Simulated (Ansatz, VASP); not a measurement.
# Ba: VASP beside Ansatz

```
Ba
1.0
    -3.48347    3.48347    1.89297
     3.48347   -3.48347    1.89297
     3.48347    3.48347   -1.89297
Ba
2
Cartesian
  0.0000 -1.7417 -0.4732
  0.0000 1.7417 0.4732
```

Change from the starting cell: volume scaled by 0.76, PAW files.

Alike in both runs: task single point; functional PBE; k mesh 10 × 10 × 10; occupations fermi-dirac, width 0.08 eV; no spin polarisation.

```csv
,VASP,Ansatz
version,VASP 6.6.1,Ansatz 0.2.0
potentials or method,"VASP PAW PBE potentials, release 64 (Ba_sv)","PAW with Ansatz's default frozen-core files, scalar-relativistic"
plane-wave cutoff (eV),520,420
valence electrons in the cell,20,20
```

|  | VASP | Ansatz | Ansatz less VASP |
| --- | --- | --- | --- |
| pressure (GPa) | 3.7 | 3.3 | -0.39 |
| traceless stress, the component that is largest in VASP (GPa) | 0.08 | 0.13 | +0.049 |

The functional is the same, so the differences come from potentials, cutoffs and numerics.

Neither program's run includes spin-orbit coupling.
